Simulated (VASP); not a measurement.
# SnO2 in VASP: single point with r2SCAN

Aim: the single point of SnO2 with r2SCAN.

Everything below comes from runs of VASP 6.6.1. Logs are shortened: lines on timing, memory, paths and dates and some standing lists are left out, and cuts for length are marked.

**1. The cell of the first run**

The cell holds a wire or tube with vacuum around it, 3 atoms: a = 2.998 Å, b = 8.315 Å, c = 8.568 Å, α = 90.00°, β = 90.00°, γ = 90.00°.

**2. Single point, r2SCAN**

The input, POSCAR:

```
SnO2
1.0
    2.9977738972      0.0000000000      0.0000000000
    0.0000000000      8.3147389839      0.0000000000
    0.0000000000      0.0000000000      8.5679181173
Sn O
1 2
Direct
    0.5000000000      0.5000000000      0.0000000000
    0.0000000000      0.5000000000      0.8460653901
    0.0000000000      0.5000000000      0.1539346099
```

The input, INCAR.step1:

```
PREC = Accurate ; ENCUT = 520
ISMEAR = -1 ; SIGMA = 0.05
LREAL = False ; LASPH = True
NELM = 100 ; NBANDS = 20
GGA = PE ; ALGO = Normal
EDIFF = 1E-4 ; LWAVE = True
LCHARG = False
```

The input, INCAR.step2:

```
PREC = Accurate ; ENCUT = 520
EDIFF = 1E-7 ; ISMEAR = -1
SIGMA = 0.05 ; LREAL = False
LASPH = True ; NELM = 100
ALGO = Normal ; ISIF = 2
LWAVE = False ; LCHARG = False
METAGGA = R2SCAN ; LMIXTAU = True
NBANDS = 20 ; ISTART = 1
```

The input, KPOINTS:

```
regular mesh
0
Gamma
  9 6 5
```

Potentials or basis: VASP PAW PBE potentials, release 64 (Sn_d, O).

The run is started by

```bash
cat potpaw_PBE.64/Sn_d/POTCAR potpaw_PBE.64/O/POTCAR > POTCAR
cp INCAR.step1 INCAR
mpirun -np 1 vasp_std > vasp.out
cp INCAR.step2 INCAR
mpirun -np 1 vasp_std > vasp.out
```

OUTCAR:

```text
PREC = Accurate
   ENCUT = 520
   EDIFF = 1E-7
   ISMEAR = -1
   LREAL = False
   LASPH = True
   NELM = 100
   ISIF = 2
   METAGGA = R2SCAN
   ISTART = 1

 ion  position               nearest neighbor table
   1  0.500  0.500  0.000-   2 2.00   3 2.00   2 2.00   3 2.00
   2  0.000  0.500  0.846-   1 2.00   1 2.00
   3  0.000  0.500  0.154-   1 2.00   1 2.00

  LATTYP: Found a simple orthorhombic cell.
 ALAT       =     2.9977738972
 B/A-ratio  =     2.7736377956
 C/A-ratio  =     2.8580935091

  Lattice vectors:

 A1 = (   2.9977738972,   0.0000000000,   0.0000000000)
 A2 = (   0.0000000000,   8.3147389839,   0.0000000000)
 A3 = (   0.0000000000,   0.0000000000,   8.5679181173)

Analysis of symmetry for initial positions (statically):
=====================================================================
 Subroutine PRICEL returns:
 Original cell was already a primitive cell.

 Routine SETGRP: Setting up the symmetry group for a
 simple orthorhombic supercell.

 Subroutine GETGRP returns: Found  8 space group operations
 (whereof  8 operations were pure point group operations)
 out of a pool of  8 trial point group operations.

The static configuration has the point symmetry D_2h.

Analysis of symmetry for dynamics (positions and initial velocities):
=====================================================================
 Subroutine PRICEL returns:
 Original cell was already a primitive cell.

 Routine SETGRP: Setting up the symmetry group for a
 simple orthorhombic supercell.

 Subroutine GETGRP returns: Found  8 space group operations
 (whereof  8 operations were pure point group operations)
 out of a pool of  8 trial point group operations.

The dynamic configuration has the point symmetry D_2h.

 Subroutine INISYM returns: Found  8 space group operations
 (whereof  8 operations are pure point group operations),
 and found     1 'primitive' translations

----------------------------------------------------------------------------------------

                                     Primitive cell

  volume of cell :     213.5614

  direct lattice vectors                    reciprocal lattice vectors
     2.997773897  0.000000000  0.000000000     0.333580862  0.000000000  0.000000000
     0.000000000  8.314738984  0.000000000     0.000000000  0.120268357  0.000000000
     0.000000000  0.000000000  8.567918117     0.000000000  0.000000000  0.116714467

  length of vectors
     2.997773897  8.314738984  8.567918117     0.333580862  0.120268357  0.116714467

  position of ions in fractional coordinates (direct lattice)
     0.500000000  0.500000000  0.000000000
     0.000000000  0.500000000  0.846065390
     0.000000000  0.500000000  0.153934610

  ion indices of the primitive-cell ions
   primitive index   ion index
                 1           1
                 2           2
                 3           3

----------------------------------------------------------------------------------------

 KPOINTS: regular mesh

Automatic generation of k-mesh.
 Grid dimensions read from file:
 generate k-points for:    9    6    5

 Generating k-lattice:

  Cartesian coordinates                     Fractional coordinates (reciprocal lattice)
     0.037064540  0.000000000  0.000000000     0.111111111  0.000000000  0.000000000
     0.000000000  0.020044726  0.000000000     0.000000000  0.166666667  0.000000000
     0.000000000  0.000000000  0.023342893     0.000000000  0.000000000  0.200000000

  Length of vectors
     0.037064540  0.020044726  0.023342893

  Shift w.r.t. Gamma in fractional coordinates (k-lattice)
     0.000000000  0.000000000  0.000000000

 Subroutine IBZKPT returns following result:
 ===========================================

 Found     60 irreducible k-points:

 Following reciprocal coordinates:
            Coordinates               Weight
  0.000000  0.000000  0.000000      1.000000
  0.111111  0.000000  0.000000      2.000000
  0.222222  0.000000  0.000000      2.000000
  0.333333  0.000000  0.000000      2.000000
  0.444444  0.000000  0.000000      2.000000
  0.000000  0.166667  0.000000      2.000000
[... 16 lines left out ...]
  0.222222  0.000000  0.200000      4.000000
  0.333333  0.000000  0.200000      4.000000
 [... further k-points ...]
   k-points           NKPTS =     60   k-points in BZ     NKDIM =     60   number of bands    NBANDS=     20
   number of dos      NEDOS =    301   number of ions     NIONS =      3
   total plane-waves  NPLWV =  98304
   dimension x,y,z NGX =    24 NGY =   64 NGZ =   64
   dimension x,y,z NGXF=    48 NGYF=  128 NGZF=  128
   ions per type =               1   2
   NGX,Y,Z   is equivalent  to a cutoff of  13.31, 12.80, 12.42 a.u.
   NGXF,Y,Z  is equivalent  to a cutoff of  26.62, 25.59, 24.84 a.u.
 SYSTEM =  unknown system
   PREC   = accura    normal or accurate (medium, high low for compatibility)
   ISTART =      1    job   : 0-new  1-cont  2-samecut
   ICHARG =      0    charge: 1-file 2-atom 10-const
   ISPIN  =      1    spin polarized calculation?
   LNONCOLLINEAR =      F non collinear calculations
   LSORBIT =      F    spin-orbit coupling
   LASPH  =      T    aspherical Exc in radial PAW
   ENCUT  =  520.0 eV  38.22 Ry    6.18 a.u.   5.57 15.46 15.93*2*pi/ulx,y,z
   NELM   =    100;   NELMIN=  2; NELMDL=  0     # of ELM steps
   EDIFF  = 0.1E-06   stopping-criterion for ELM
   LREAL  =      F    real-space projection
   EDIFFG = 0.1E-05   stopping-criterion for IOM
   NSW    =      0    number of steps for IOM
   IBRION =     -1    ionic relax: 0-MD 1-quasi-New 2-CG
   NFREE  =      0    steps in history (QN), initial steepest desc. (CG)
   ISIF   =      2    stress and relaxation
   ISYM   =      2    0-nonsym 1-usesym 2-fastsym
   POTIM  = 0.5000    time-step for ionic-motion
   TEBEG  =    0.0;   TEEND  =   0.0 temperature during run
   PSTRESS=    0.0 pullay stress
   NELECT =      26.0000    total number of electrons
   NUPDOWN=      -1.0000    fix difference up-down
   EMIN   =  10.00;   EMAX   =-10.00  energy-range for DOS
   EFERMI =   0.00;   METHOD = LEGACY
   ISMEAR =    -1;   SIGMA  =   0.05  broadening in eV -4-tet -1-fermi 0-gaus
   EFERMI_NEDOS =   21; number of points for ismear=-14 and -15
   IALGO  =     38    algorithm
   IMIX   =      4    mixing-type and parameters
     AMIX     =   0.40;   BMIX     =  1.00
     AMIX_MAG =   1.60;   BMIX_MAG =  1.00
  volume/ion in A,a.u.               =      71.19       480.39
  Fermi-wavevector in a.u.,A,eV,Ry     =   0.811381  1.533288  8.957255  0.658340
  Thomas-Fermi vector in A             =   1.920730
   LORBIT       =      0    0 simple, 1 ext, 2 COOP (PROOUT), +10 PAW based schemes
   METAGGA = R2SCAN    functional components
   LHFCALC =     F    Hartree Fock is set to
   AEXX    =    0.0000 exact exchange contribution
   IVDW    =     0    specifies the selected vdW correction
   LEPSILON=     F    determine dielectric tensor
   LRPA    =     F    only Hartree local field effects (RPA)
 non-spin polarized calculation
  energy-cutoff  :      520.00
  volume of cell :      213.56
 maximum number of plane-waves:      5795
 NGX is ok and might be reduce to    24
   NGX = 11   NGY = 31   NGZ = 31

 number of electron      26.0000010 magnetization

 Free energy of the ion-electron system (eV)
  ---------------------------------------------------
  ext. energy  EPLUGINS =         0.00000000
  ---------------------------------------------------
  free energy    TOTEN  =       -39.17193899 eV

  energy without entropy =      -39.17193899  energy(sigma->0) =      -39.17193899

 E-fermi :  -3.5998     XC(G=0):  -3.0299

 val. band max:       -4.8320556877   @ k =   0.4444   0.5000   0.0000
 cond. band min:      -2.2715516735   @ k =   0.0000   0.0000   0.0000
 fundamental gap:      2.5605040142
 Fermi energy:        -3.5998052334

 k-point     1 :       0.0000    0.0000    0.0000
  band No.  band energies     occupation
      1     -26.7155      2.00000
      2     -25.7328      2.00000
      3     -25.6449      2.00000
      4     -25.5938      2.00000
      5     -25.5343      2.00000
      6     -22.7138      2.00000
[... 12 lines left out ...]
     19       4.2275      0.00000
     20       4.7473      0.00000

 k-point     2 :       0.1111    0.0000    0.0000
  band No.  band energies     occupation
      1     -26.6213      2.00000
      2     -25.7960      2.00000
      3     -25.7289      2.00000
      4     -25.6655      2.00000
      5     -25.5114      2.00000
      6     -22.7163      2.00000
[... 12 lines left out ...]
     19       4.4354      0.00000
     20       5.0894      0.00000

 k-point     3 :       0.2222    0.0000    0.0000
  band No.  band energies     occupation
      1     -26.3800      2.00000
      2     -26.2052      2.00000
      3     -25.7190      2.00000
      4     -25.7171      2.00000
      5     -25.4427      2.00000
      6     -22.7278      2.00000
[... 12 lines left out ...]
     19       5.0443      0.00000
     20       5.6156      0.00000

 k-point     4 :       0.3333    0.0000    0.0000
  band No.  band energies     occupation
      1     -26.5701      2.00000
      2     -26.1106      2.00000
      3     -25.7750      2.00000
      4     -25.7077      2.00000
      5     -25.3312      2.00000
      6     -22.7533      2.00000
[... 12 lines left out ...]
     19       5.3333      0.00000
     20       5.8615      0.00000

 k-point     5 :       0.4444    0.0000    0.0000
  band No.  band energies     occupation
      1     -26.7737      2.00000
      2     -25.9505      2.00000
      3     -25.8124      2.00000
      4     -25.7003      2.00000
      5     -25.2216      2.00000
      6     -22.7807      2.00000
[... 12 lines left out ...]
     19       6.2239      0.00000
     20       6.7701      0.00000
[... 353 lines left out ...]
      6     -22.7138      2.00000
[... 12 lines left out ...]
     19       4.2405      0.00000
     20       4.6783      0.00000

 k-point    22 :       0.1111    0.0000    0.2000
  band No.  band energies     occupation
      1     -26.6213      2.00000
      2     -25.7960      2.00000
      3     -25.7289      2.00000
      4     -25.6655      2.00000
      5     -25.5114      2.00000
      6     -22.7163      2.00000
[... 12 lines left out ...]
     19       4.4386      0.00000
     20       4.9315      0.00000

 k-point    23 :       0.2222    0.0000    0.2000
  band No.  band energies     occupation
      1     -26.3800      2.00000
      2     -26.2052      2.00000
      3     -25.7190      2.00000
      4     -25.7171      2.00000
      5     -25.4427      2.00000
      6     -22.7278      2.00000
[... 12 lines left out ...]
     19       5.0161      0.00000
     20       5.5066      0.00000

 k-point    24 :       0.3333    0.0000    0.2000
  band No.  band energies     occupation
      1     -26.5701      2.00000
      2     -26.1106      2.00000
      3     -25.7750      2.00000
      4     -25.7077      2.00000
      5     -25.3312      2.00000
      6     -22.7533      2.00000
[... 12 lines left out ...]
     19       5.8025      0.00000
     20       5.8437      0.00000

 [... further k-points ...]

------------------------ aborting loop because EDIFF is reached ----------------------------------------

  FORCE on cell =-STRESS in cart. coord.  units (eV):
  Direction    XX          YY          ZZ          XY          YZ          ZX
  --------------------------------------------------------------------------------------
  -------------------------------------------------------------------------------------
  Total        0.5321608     -0.0226793      0.4022705      0.0000000      0.0000000      0.0000000
  in kB        3.9923691     -0.1701440      3.0179081      0.0000000      0.0000000      0.0000000
  external PRESSURE =       2.2800444 kB  Pullay stress =       0.0000000 kB

 VOLUME and BASIS-vectors are now :
 -----------------------------------------------------------------------------
  energy-cutoff  :      520.00
  volume of cell :      213.56
      direct lattice vectors                 reciprocal lattice vectors
     2.997773897  0.000000000  0.000000000     0.333580862  0.000000000  0.000000000
     0.000000000  8.314738984  0.000000000     0.000000000  0.120268357  0.000000000
     0.000000000  0.000000000  8.567918117     0.000000000  0.000000000  0.116714467

 POSITION                                       TOTAL-FORCE (eV/Angst)
 -----------------------------------------------------------------------------------
      1.49889      4.15737      0.00000         0.000000      0.000000      0.000000
      0.00000      4.15737      7.24902         0.000000      0.000000     -0.162875
      0.00000      4.15737      1.31890         0.000000      0.000000      0.162875
 -----------------------------------------------------------------------------------
    total drift:                                0.000000     -0.000000     -0.000000

  FREE ENERGIE OF THE ION-ELECTRON SYSTEM (eV)
  ---------------------------------------------------
  free  energy   TOTEN  =       -39.1719389900 eV

  energy  without entropy=      -39.1719389900  energy(sigma->0) =      -39.17193899
```

Wall time 14 min (1 thread of Intel Xeon Platinum 8259CL at 2.50GHz (Skylake/Cascade Lake), shared host); peak memory 0.5 GiB.

What came out:

```
Free energy            : -39.1719 eV
Largest force          : 0.163 eV/Å
Band gap on the k mesh : 2.56 eV (least direct gap 2.88 eV)
```

Forces in eV/Å, atoms in the order of the input:
```
Sn   0.000  0.000  0.000
O    0.000  0.000 -0.163
O    0.000  0.000  0.163
```

Caveat: the PAW data sets were made with another functional, which shifts forces and pressure a little; spin-orbit coupling is left out, which moves the levels of the heavy elements.
